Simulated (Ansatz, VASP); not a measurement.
Al in VASP and in Ansatz

```
Al
1.0
     2.86197    0.00000    0.00000
    -1.43098    2.47854    0.00000
     0.00000    0.00000    9.28740
Al
4
Direct
  0.00000 0.00000 0.00000
  0.33333 0.66667 0.25000
  0.00000 0.00000 0.50000
  0.66667 0.33333 0.75000
```

Alike in both runs: task relaxation of cell and atoms; functional PBE; k mesh 18 × 18 × 6; occupations gaussian, width 0.1 eV; no spin polarisation.

|  | VASP | Ansatz |
| --- | --- | --- |
| version | VASP 6.6.1 | Ansatz 0.2.0 |
| potentials or method | VASP PAW PBE potentials, release 64 (Al), cutoff 500 eV | scalar-relativistic, plane waves, PAW |
| valence electrons in the cell | 12 | 12 |

VASP gave:

```
gap on the k mesh at the Fermi level, each at its own relaxed structure (eV) : none
relaxed volume (Å³/atom)                                                     : 16.54
relaxed cell length with the largest relative difference (Å)                 : 2.854
```

Question: Which values does Ansatz return?

Answer: gap on the k mesh at the Fermi level, each at its own relaxed structure (eV): none; relaxed volume (Å³/atom): 16.55; relaxed cell length with the largest relative difference (Å): 2.855.

A gap of «none» marks a metal or a gap that the smearing closes.
